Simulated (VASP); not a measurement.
Wanted: the native input for a VASP 6.6.1 run.

```yaml
Task: single point
Functional: PBE
Potentials_or_basis: VASP PAW PBE potentials, release 64 (W_sv, C)
Cutoff: 520 eV
k_mesh: 4 × 4 × 1
Occupations: gaussian, width 0.1 eV
Spin: no spin polarisation
Dipole_correction: yes
Further_INCAR_settings: LREAL = Auto; ALGO = Fast; EDIFF = 1e-06; NBANDS = 128
```

The structure of W16C lies in POSCAR:

```
W16C
1.0
    6.3673983413      0.0000000000      0.0000000000
    0.0000000000      6.3673983413      0.0000000000
    0.0000000000      0.0000000000     20.1425775435
W C
16 1
Direct
    0.2500000000      0.2500000000      0.1985843168
    0.2500000000      0.7500000000      0.1985843168
    0.7500000000      0.2500000000      0.1985843168
    0.7500000000      0.7500000000      0.1985843168
    0.0000000000      0.0000000000      0.2776134074
    0.0000000000      0.5000000000      0.2776134074
    0.5000000000      0.0000000000      0.2776134074
    0.5000000000      0.5000000000      0.2776134074
    0.2500000000      0.2500000000      0.3599451791
    0.2500000000      0.7500000000      0.3599451791
    0.7500000000      0.2500000000      0.3599451791
    0.7500000000      0.7500000000      0.3599451791
    0.0000000000      0.0000000000      0.4290700892
    0.0000000000      0.5000000000      0.4290700892
    0.5000000000      0.0000000000      0.4290700892
    0.5000000000      0.5000000000      0.4290700892
    0.1250000000      0.1875000000      0.4837486522
```

The input as run:

INCAR

```
PREC     = Accurate       # precision mode
ENCUT    = 520            # plane-wave cutoff, eV
EDIFF    = 1E-6           # SCF threshold, eV
ISMEAR   = 0              # smearing method
SIGMA    = 0.1            # smearing width, eV
LREAL    = Auto         
LASPH    = T              # aspherical terms in the spheres
NELM     = 80             # most SCF steps
ALGO     = Fast           # electronic algorithm
ISIF     = 2              # what is computed and relaxed
LWAVE    = F              # write WAVECAR
LCHARG   = F              # write CHGCAR
LDIPOL   = T            
IDIPOL   = 3            
DIPOL    = 0.5 0.5 0.326
GGA      = PE             # functional
NBANDS   = 128            # bands
```

KPOINTS

```
regular mesh
0
Gamma
  4 4 1
```

Potentials or basis: VASP PAW PBE potentials, release 64 (W_sv, C).

Run with:

```sh
$ cat potpaw_PBE.64/W_sv/POTCAR potpaw_PBE.64/C/POTCAR > POTCAR
$ mpirun -np 1 vasp_std > vasp.out
```

Results of the run:

| Item | Value |
| --- | --- |
| Largest force | 4.535 eV/Å |
| Band gap on the k mesh | zero (bands 114 and 115 overlap by 0.19 eV) |

Caveat: spin-orbit coupling is left out, which moves the levels of the heavy elements.

Wall time 89 min on 1 thread of Oxide Virtual Turin-like Processor (shared host), peak memory 1 GiB.
